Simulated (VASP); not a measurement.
Wanted: the native input for a VASP 6.6.1 run.

| Quantity | Value |
| --- | --- |
| Task | single point |
| Functional | PBE |
| Potentials or basis | VASP PAW PBE potentials, release 64 (Al, Ga_d, P) |
| Cutoff | 520 eV |
| k mesh | 6 × 6 × 4 |
| Occupations | gaussian, width 0.02 eV |
| Spin | no spin polarisation |
| Dipole correction | no |
| Further INCAR settings | ALGO = Normal; EDIFF = 1e-07; NBANDS = 41 |

The structure of Al5GaP6 lies in POSCAR:

```
Al5GaP6
1.0
    6.7321684249      0.0000000000      0.0000000000
   -3.3660842124      5.8302288785      0.0000000000
    0.0000000000      0.0000000000      6.3858832000
Al Ga P
5 1 6
Direct
    0.3335270000      0.3335270000      0.9998750000
    0.0000000000      0.6664730000      0.9998750000
    0.6664730000      0.0000000000      0.9998750000
    0.6666666667      0.3333333333      0.5000690000
    0.3333333333      0.6666666667      0.5000690000
    0.0000000000      0.0000000000      0.5012490000
    0.3336980000      0.3336980000      0.3745030000
    0.0000000000      0.6663020000      0.3745030000
    0.6663020000      0.0000000000      0.3745030000
    0.6666666667      0.3333333333      0.8745560000
    0.3333333333      0.6666666667      0.8745560000
    0.0000000000      0.0000000000      0.8763640000
```

These files were run (other wordings do the same):

INCAR

```
PREC = Accurate ; ENCUT = 520
EDIFF = 1E-7 ; ISMEAR = 0
SIGMA = 0.02 ; LREAL = F
LASPH = T ; NELM = 80
ALGO = Normal ; ISIF = 2
LWAVE = F ; LCHARG = F
GGA = PE ; NBANDS = 41
```

KPOINTS

```
regular mesh
0
Gamma
  6 6 4
```

Potentials or basis: VASP PAW PBE potentials, release 64 (Al, Ga_d, P).

Run with:

```bash
$ cat potpaw_PBE.64/Al/POTCAR potpaw_PBE.64/Ga_d/POTCAR potpaw_PBE.64/P/POTCAR > POTCAR
$ mpirun -np 1 vasp_std > vasp.out
```

It gave:

```yaml
Pressure: -0.1 GPa
Largest_force: 0.006 eV/Å
Band_gap_on_the_k_mesh: 1.73 eV (least direct gap 2.12 eV)
```

It took 7.9 min on 1 thread of Intel Xeon 8259CL, with other jobs on the host, peak memory 0.46 GiB.
